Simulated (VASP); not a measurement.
The system is CaLa.

```
La Ca
1.0
     4.36000    0.00000    0.00000
     0.00000    4.36000    0.00000
     0.00000    0.00000    4.36000
La Ca
1 1
Direct
  0.00000 0.00000 0.00000
  0.50000 0.50000 0.50000
```

```yaml
Program: VASP 6.6.1
Task: relaxation of cell and atoms
Functional: LDA
Potentials_or_basis: VASP PAW LDA potentials, release 64 (La, Ca_sv)
Cutoff: 600 eV
k_mesh: 5 × 5 × 5
Occupations: gaussian, width 0.1 eV
Spin: no spin polarisation
```

At the start: pressure -3.2 GPa; volume 41.44 Å³/atom.

Task: Where does the relaxation end?

Result: Over 3 steps the energy falls by 63.8 meV/atom and the volume is 35.78 Å³/atom (-13.7 %); space group Pm-3m (No. 221, to 0.05 Å).

Step by step:
| step | energy change (eV) | largest force (eV/Å) | pressure (GPa) | volume (Å³) |
| --- | --- | --- | --- | --- |
| 1 | 0.0000 | 0.0000 | -3.16 | 82.88 |
| 2 | -0.1227 | 0.0000 | -0.75 | 73.44 |
| 3 | -0.1275 | 0.0000 | -0.06 | 71.56 |

Final structure:
```yaml
crystal:
  lattice:
    - [4.15174, 0.00000, 0.00000]
    - [0.00000, 4.15174, 0.00000]
    - [0.00000, 0.00000, 4.15174]
  atoms:
    - { symbol: La, position: [0.00000, 0.00000, 0.00000] }
    - { symbol: Ca, position: [0.50000, 0.50000, 0.50000] }
```
